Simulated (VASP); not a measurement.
A run of VASP 6.6.1 is set up as follows.

Contents of INCAR:

```
SYSTEM = TiAl2
  PREC = Accurate
  ENCUT = 520
  EDIFF = 1E-6
  ISMEAR = 0
  SIGMA = 0.1
  LREAL = .FALSE.
  LASPH = .TRUE.
  NELM = 80
  ALGO = Fast
  ISIF = 2
  LWAVE = .FALSE.
  LCHARG = .FALSE.
  GGA = PS
  NBANDS = 48
```

Contents of KPOINTS:

```
regular mesh
0
G
  10 4 10
  0 0 0
```

File POSCAR:

```
TiAl2
1.0
    3.8226545223      0.0000000000      0.0000000000
    0.0000000000     12.1012931455      0.0000000000
    0.0000000000      0.0000000000      3.9986059254
Ti Al
4 8
Direct
    0.5000000000      0.8433351452      0.0000000000
    0.0000000000      0.6566648548      0.0000000000
    0.0000000000      0.3433351452      0.0000000000
    0.5000000000      0.1566648548      0.0000000000
    0.0000000000      0.0000000000      0.0000000000
    0.5000000000      0.6725771232      0.5000000000
    0.0000000000      0.8274228768      0.5000000000
    0.5000000000      0.0000000000      0.5000000000
    0.5000000000      0.5000000000      0.0000000000
    0.0000000000      0.1725771232      0.5000000000
    0.5000000000      0.3274228768      0.5000000000
    0.0000000000      0.5000000000      0.5000000000
```

Potentials or basis: VASP PAW PBE potentials, release 64 (Ti_sv, Al).

The run is started by

```bash
$ cat potpaw_PBE.64/Ti_sv/POTCAR potpaw_PBE.64/Al/POTCAR > POTCAR
$ mpirun -np 1 vasp_std > vasp.out
```

(1) Estimate the pressure.

(2) What does it give for the largest force?

Results:

(1) 1.3 GPa.

(2) 0.006 eV/Å.

Caveat: the cell differs from its parent crystal (uniaxial strain along a: -2.0 %, then relaxed in part); the PAW data sets were made with another functional, which shifts forces and pressure a little.
